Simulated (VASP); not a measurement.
Input of a VASP 6.6.1 run:

Contents of INCAR:

```
  PREC = Accurate
  ENCUT = 600
  EDIFF = 1E-6
  ISMEAR = -1
  SIGMA = 0.05
  LREAL = F
  LASPH = T
  NELM = 200
  ALGO = Normal
  ISIF = 2
  LWAVE = F
  LCHARG = F
  ISPIN = 2
  MAGMOM = 3 0
  LORBIT = 11
  LMAXMIX = 4
  GGA = LIBXC
  LIBXC1 = GGA_X_B88
  LIBXC2 = GGA_C_PBE
  NBANDS = 18
  GGA_COMPAT = F
```

The input KPOINTS:

```
regular mesh
0
Gamma
  11 11 11
```

The input POSCAR:

```
FeO
1.0
    0.0000000000      2.1533010082      2.1533010082
    2.1533010082      0.0000000000      2.1533010082
    2.1533010082      2.1533010082      0.0000000000
Fe O
1 1
Direct
    0.0000000000      0.0000000000      0.0000000000
    0.5000000000      0.5000000000      0.5000000000
```

Potentials or basis: VASP PAW PBE potentials, release 64 (Fe, O).

Command:

```console
$ cat potpaw_PBE.64/Fe/POTCAR potpaw_PBE.64/O/POTCAR > POTCAR
$ mpirun -np 1 vasp_std > vasp.out
```

Question: Predict the pressure.

Answer: -0.2 GPa.

Question: What does it give for the band gap on the k mesh?

Answer: Zero (filled and empty bands overlap).

Question: Estimate the net moment.

Answer: 4.00 μB per cell.

Caveat: the PAW data sets were made with another functional, which shifts forces and pressure a little; a cell with one magnetic atom can't hold antiferromagnetic order, which such compounds often take; semilocal functionals often make such compounds metallic where correlation or magnetic order opens a gap, which also shifts bond lengths.

**Measured values to compare with.**

“W\"ustite: Electric, thermodynamic and optical properties of FeO”, 2012, arxiv:1203.1201 quotes, for a bulk crystal of FeO: band gap 2.4 eV (optical).

A measured gap of FeO is 2.4 eV (optical; quoted in “W\"ustite: Electric, thermodynamic and optical properties of FeO”, 2012, arxiv:1203.1201); the calculated 0.00 eV misses it by -2.40 eV. So large a miss can be the level of theory's own, or it may mean another phase, state or a wrong row. The value is that of b88 exchange, pbe correlation on a finite k mesh, which can miss the band edges, without temperature or zero-point motion. The run's magnetic order (collinear spin, ferromagnetic start) needn't be the measured crystal's.
